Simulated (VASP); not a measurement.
# Re in VASP: single point with PBE+D3(BJ)

Aim: the single point of Re with PBE+D3(BJ).

Program: VASP 6.6.1. These are calculated values, not measurements. Logs are shortened: lines on timing, memory, paths and dates and some standing lists are left out, and cuts for length are marked.

## 1. The cell of the first run

The cell holds a slab with vacuum, 10 atoms: a = 2.775 Å, b = 5.273 Å, c = 25.238 Å, α = 90.00°, β = 90.00°, γ = 105.25°.

## 2. Single point, PBE+D3(BJ)

INCAR reads:

```
SYSTEM = Re
PREC = Accurate
ENCUT = 520
EDIFF = 1E-6
ISMEAR = 0
SIGMA = 0.1
LREAL = .False.
LASPH = .True.
NELM = 80
ALGO = Normal
ISIF = 2
LWAVE = .False.
LCHARG = .True.
LDIPOL = .True.
IDIPOL = 3
DIPOL = 0.5 0.5 0.500
GGA = PE
IVDW = 12
LELF = .True.
LVHAR = .True.
LVACPOTAV = .True.
NBANDS = 46
```

KPOINTS reads:

```
Automatic mesh
0
Gamma
  13 7 1
  0 0 0
```

POSCAR reads:

```
Re
1.0
    2.7748915361      0.0000000000      0.0000000000
   -1.3874457681      5.0874798250      0.0000000000
    0.0000000000      0.0000000000     25.2376202054
Re
10
Direct
    0.2401666616      0.4806594920      0.3069926719
    0.5867678504      0.1743008805      0.3680089516
    0.8592014370      0.7191439274      0.3795116555
    0.2015526042      0.4034699734      0.4495780720
    0.4652718693      0.9309302469      0.4666246632
    0.8156651129      0.6309437123      0.5333753213
    0.0793842996      0.1584037141      0.5504219707
    0.4217355645      0.8427299066      0.6204883228
    0.6941690606      0.3875728657      0.6319910266
    0.0407699333      0.0812140679      0.6930073443
```

Potentials or basis: VASP PAW PBE potentials, release 64 (Re).

Command:

```bash
> cat potpaw_PBE.64/Re/POTCAR > POTCAR
> mpirun -np 1 vasp_std > vasp.out
```

OUTCAR:

```text
SYSTEM = Re
   PREC = Accurate
   ENCUT = 520
   EDIFF = 1E-6
   ISMEAR = 0
   LREAL = .False.
   LASPH = .True.
   NELM = 80
   ISIF = 2
   GGA = PE
   IVDW = 12
 IVDW          = 12

 ion  position               nearest neighbor table
   1  0.240  0.481  0.307-   2 2.59   2 2.59   3 2.60   3 2.60
   2  0.587  0.174  0.368-   1 2.59   1 2.59   3 2.71   3 2.72   4 2.74   4 2.74   5 2.78   3 2.79

   3  0.859  0.719  0.380-   1 2.60   1 2.60   2 2.71   2 2.72   4 2.76   4 2.76   2 2.79   5 2.81
                             5 2.81
   4  0.202  0.403  0.450-   5 2.72   2 2.74   2 2.74   3 2.76   3 2.76   6 2.78   6 2.78   5 2.81
                             5 2.81   7 2.83
   5  0.465  0.931  0.467-   6 2.66   6 2.66   4 2.72   2 2.78   7 2.78   7 2.78   4 2.81   4 2.81
                             3 2.81   3 2.81
   6  0.816  0.631  0.533-   5 2.66   5 2.66   7 2.72   9 2.78   4 2.78   4 2.78   7 2.81   7 2.81
                             8 2.81   8 2.81
   7  0.079  0.158  0.550-   6 2.72   9 2.74   9 2.74   8 2.76   8 2.76   5 2.78   5 2.78   6 2.81
                             6 2.81   4 2.83
   8  0.422  0.843  0.620-  10 2.60  10 2.60   9 2.71   9 2.72   7 2.76   7 2.76   9 2.79   6 2.81
                             6 2.81
   9  0.694  0.388  0.632-  10 2.59  10 2.59   8 2.71   8 2.72   7 2.74   7 2.74   6 2.78   8 2.79

  10  0.041  0.081  0.693-   9 2.59   9 2.59   8 2.60   8 2.60

  LATTYP: Found a base centered orthorhombic cell.
 ALAT       =     2.7748915361
 B/A-ratio  =     3.6667954468
 C/A-ratio  =     9.0949933996

  Lattice vectors:

 A1 = (   1.3874457681,  -5.0874798250,   0.0000000000)
 A2 = (   1.3874457680,   5.0874798250,   0.0000000000)
 A3 = (   0.0000000000,   0.0000000000,  25.2376202054)

Analysis of symmetry for initial positions (statically):
=====================================================================
 Subroutine PRICEL returns:
 Original cell was already a primitive cell.

 Routine SETGRP: Setting up the symmetry group for a
 base centered orthorhombic supercell.

 Subroutine GETGRP returns: Found  2 space group operations
 (whereof  1 operations were pure point group operations)
 out of a pool of  8 trial point group operations.

The static configuration has the point symmetry C_1 .
 The point group associated with its full space group is S_2 .

Analysis of symmetry for dynamics (positions and initial velocities):
=====================================================================
 Subroutine PRICEL returns:
 Original cell was already a primitive cell.

 Routine SETGRP: Setting up the symmetry group for a
 base centered orthorhombic supercell.

 Subroutine GETGRP returns: Found  2 space group operations
 (whereof  1 operations were pure point group operations)
 out of a pool of  8 trial point group operations.

The dynamic configuration has the point symmetry C_1 .
 The point group associated with its full space group is S_2 .

 Subroutine INISYM returns: Found  2 space group operations
 (whereof  1 operations are pure point group operations),
 and found     1 'primitive' translations

----------------------------------------------------------------------------------------

                                     Primitive cell

  volume of cell :     356.2847

  direct lattice vectors                    reciprocal lattice vectors
     2.774891536  0.000000000  0.000000000     0.360374446  0.098280488  0.000000000
    -1.387445768  5.087479825  0.000000000     0.000000000  0.196560976  0.000000000
     0.000000000  0.000000000 25.237620205     0.000000000  0.000000000  0.039623387

  length of vectors
     2.774891536  5.273277608 25.237620205     0.373535535  0.196560976  0.039623387

  position of ions in fractional coordinates (direct lattice)
     0.240166662  0.480659492  0.306992672
     0.586767850  0.174300880  0.368008952
     0.859201437  0.719143927  0.379511655
     0.201552604  0.403469973  0.449578072
     0.465271869  0.930930247  0.466624663
     0.815665113  0.630943712  0.533375321
     0.079384300  0.158403714  0.550421971
     0.421735564  0.842729907  0.620488323
     0.694169061  0.387572866  0.631991027
     0.040769933  0.081214068  0.693007344

  ion indices of the primitive-cell ions
   primitive index   ion index
                 1           1
[... 46 lines left out ...]
|     Results are often still useful ...                                      |
|                                                                             |
 -----------------------------------------------------------------------------

 WARNING: IBZKPT: internal override: KBLOWUP is changed to .FALSE.
      ... skipping the blow-up phase ...

 Subroutine IBZKPT returns following result:
 ===========================================

 Found     46 irreducible k-points:

 Following reciprocal coordinates:
            Coordinates               Weight
  0.000000  0.000000  0.000000      1.000000
  0.076923  0.000000  0.000000      2.000000
  0.153846  0.000000  0.000000      2.000000
  0.230769  0.000000  0.000000      2.000000
  0.307692  0.000000  0.000000      2.000000
  0.384615  0.000000  0.000000      2.000000
[... 16 lines left out ...]
  0.153846  0.285714  0.000000      2.000000
  0.230769  0.285714  0.000000      2.000000
 [... further k-points ...]
   k-points           NKPTS =     46   k-points in BZ     NKDIM =     46   number of bands    NBANDS=     46
   number of dos      NEDOS =    301   number of ions     NIONS =     10
   total plane-waves  NPLWV = 184320
   dimension x,y,z NGX =    24 NGY =   40 NGZ =  192
   dimension x,y,z NGXF=    48 NGYF=   80 NGZF=  384
   ions per type =              10
   NGX,Y,Z   is equivalent  to a cutoff of  14.38, 12.61, 12.65 a.u.
   NGXF,Y,Z  is equivalent  to a cutoff of  28.76, 25.22, 25.29 a.u.
 SYSTEM =  Re
   PREC   = accura    normal or accurate (medium, high low for compatibility)
   ISTART =      0    job   : 0-new  1-cont  2-samecut
   ICHARG =      2    charge: 1-file 2-atom 10-const
   ISPIN  =      1    spin polarized calculation?
   LNONCOLLINEAR =      F non collinear calculations
   LSORBIT =      F    spin-orbit coupling
   LASPH  =      T    aspherical Exc in radial PAW
   ENCUT  =  520.0 eV  38.22 Ry    6.18 a.u.   5.16  9.80 46.93*2*pi/ulx,y,z
   NELM   =     80;   NELMIN=  2; NELMDL= -5     # of ELM steps
   EDIFF  = 0.1E-05   stopping-criterion for ELM
   LREAL  =      F    real-space projection
   EDIFFG = 0.1E-04   stopping-criterion for IOM
   NSW    =      0    number of steps for IOM
   IBRION =     -1    ionic relax: 0-MD 1-quasi-New 2-CG
   NFREE  =      0    steps in history (QN), initial steepest desc. (CG)
   ISIF   =      2    stress and relaxation
   ISYM   =      2    0-nonsym 1-usesym 2-fastsym
   POTIM  = 0.5000    time-step for ionic-motion
   TEBEG  =    0.0;   TEEND  =   0.0 temperature during run
   PSTRESS=    0.0 pullay stress
   NELECT =      70.0000    total number of electrons
   NUPDOWN=      -1.0000    fix difference up-down
   EMIN   =  10.00;   EMAX   =-10.00  energy-range for DOS
   EFERMI =   0.00;   METHOD = LEGACY
   ISMEAR =     0;   SIGMA  =   0.10  broadening in eV -4-tet -1-fermi 0-gaus
   EFERMI_NEDOS =   21; number of points for ismear=-14 and -15
   IALGO  =     38    algorithm
   IMIX   =      4    mixing-type and parameters
     AMIX     =   0.40;   BMIX     =  1.00
     AMIX_MAG =   1.60;   BMIX_MAG =  1.00
  volume/ion in A,a.u.               =      35.63       240.43
  Fermi-wavevector in a.u.,A,eV,Ry     =   0.951718  1.798487 12.323721  0.905768
  Thomas-Fermi vector in A             =   2.080215
   LORBIT       =      0    0 simple, 1 ext, 2 COOP (PROOUT), +10 PAW based schemes
   GGA     = PE    functional components
   LHFCALC =     F    Hartree Fock is set to
   AEXX    =    0.0000 exact exchange contribution
   IVDW    =    12    specifies the selected vdW correction
   LEPSILON=     F    determine dielectric tensor
   LRPA    =     F    only Hartree local field effects (RPA)
 non-spin polarized calculation
 Gauss-broadening in eV      SIGMA  =   0.10
  energy-cutoff  :      520.00
  volume of cell :      356.28
 maximum number of plane-waves:      9644
 NGX is ok and might be reduce to    24
   NGX = 11   NGY = 19   NGZ = 93

 number of electron      70.0000002 magnetization

 dipolmoment           0.000000      0.000000      0.000012 electrons x Angstroem

 Free energy of the ion-electron system (eV)
  ---------------------------------------------------
  ext. energy  EPLUGINS =         0.00000000
  ---------------------------------------------------
  free energy    TOTEN  =      -117.63520083 eV

  energy without entropy =     -117.58706597  energy(sigma->0) =     -117.61113340

 E-fermi :   1.0076     XC(G=0):  -6.7053

 val. band max:        1.0031443514   @ k =  -0.3846   0.4286   0.0000
 cond. band min:       1.0088660349   @ k =  -0.4615   0.2857   0.0000
 fundamental gap:      0.0057216835
 Fermi energy:         1.0075935900

 k-point     1 :       0.0000    0.0000    0.0000
  band No.  band energies     occupation
      1      -8.4400      2.00000
      2      -7.4241      2.00000
      3      -6.1386      2.00000
      4      -5.4161      2.00000
      5      -5.2619      2.00000
      6      -5.0543      2.00000
[... 1165 lines left out ...]
     45       2.9190      0.00000
     46       3.0619      0.00000

 [... further k-points ...]

------------------------ aborting loop because EDIFF is reached ----------------------------------------

 Edisp (eV)   -4.84480

 E8    (eV) :    -2.5109

  FORCE on cell =-STRESS in cart. coord.  units (eV):
  Direction    XX          YY          ZZ          XY          YZ          ZX
  --------------------------------------------------------------------------------------
  -------------------------------------------------------------------------------------
  Total     -10.97307    -8.95966    -4.03188     0.01191     0.07288    -0.00292
  in kB     -49.34484   -40.29070   -18.13097     0.05357     0.32774    -0.01312
  external pressure =      -35.92 kB  Pullay stress =        0.00 kB

 VOLUME and BASIS-vectors are now :
 -----------------------------------------------------------------------------
  energy-cutoff  :      520.00
  volume of cell :      356.28
      direct lattice vectors                 reciprocal lattice vectors
     2.774891536  0.000000000  0.000000000     0.360374446  0.098280488  0.000000000
    -1.387445768  5.087479825  0.000000000     0.000000000  0.196560976  0.000000000
     0.000000000  0.000000000 25.237620205     0.000000000  0.000000000  0.039623387

 POSITION                                       TOTAL-FORCE (eV/Angst)
 -----------------------------------------------------------------------------------
     -0.00045      2.44535      7.74776         0.000969     -0.019834      0.245503
      1.38638      0.88675      9.28767         0.000187      0.010735      0.114405
      1.38642      3.65863      9.57797        -0.000996      0.009409      0.087583
     -0.00051      2.05265     11.34628        -0.000277      0.014027      0.055207
     -0.00054      4.73609     11.77650        -0.000621     -0.030213      0.069205
      1.38798      3.20991     13.46112         0.000621      0.030213     -0.069205
      0.00051      0.80588     13.89134         0.000277     -0.014027     -0.055207
      0.00103      4.28737     15.65965         0.000996     -0.009409     -0.087583
      1.38851      1.97177     15.94995        -0.000187     -0.010735     -0.114405
      0.00045      0.41317     17.48986        -0.000969      0.019834     -0.245503
 -----------------------------------------------------------------------------------
    total drift:                               -0.000068     -0.000107      0.001093

  FREE ENERGIE OF THE ION-ELECTRON SYSTEM (eV)
  ---------------------------------------------------
  free  energy   TOTEN  =      -122.4800004441 eV

  energy  without entropy=     -122.4318655847  energy(sigma->0) =     -122.45593301

 vacuum level on the upper side and lower side of the slab         4.994         4.994
```

It took 1.5 h on 1 thread of Intel Xeon 8259CL, shared host; peak memory 0.77 GiB.

Results:

```yaml
Free_energy: -122.4800 eV
Largest_force: 0.246 eV/Å
Band_gap_on_the_k_mesh: zero (bands 35 and 36 overlap by 1.19 eV)
Dispersion_energy_per_atom: -0.484 eV
```

Forces in eV/Å, atoms in the order of the input:
```
Re   0.001 -0.020  0.246
Re   0.000  0.011  0.114
Re  -0.001  0.009  0.088
Re   0.000  0.014  0.055
Re  -0.001 -0.030  0.069
Re   0.001  0.030 -0.069
Re   0.000 -0.014 -0.055
Re   0.001 -0.009 -0.088
Re   0.000 -0.011 -0.114
Re  -0.001  0.020 -0.246
```

Levels at points of the mesh, in eV from the Fermi level:
| k point | band 32 | band 33 | band 34 | band 35 | band 36 | band 37 | band 38 | band 39 | band 40 | band 41 |
| --- | --- | --- | --- | --- | --- | --- | --- | --- | --- | --- |
| (0.00, 0.00, 0.00) | -0.63 | -0.51 | -0.45 | -0.25 | -0.16 | -0.11 | 0.06 | 0.27 | 0.54 | 0.80 |

Caveat: spin-orbit coupling is left out, which moves the levels of the heavy elements.
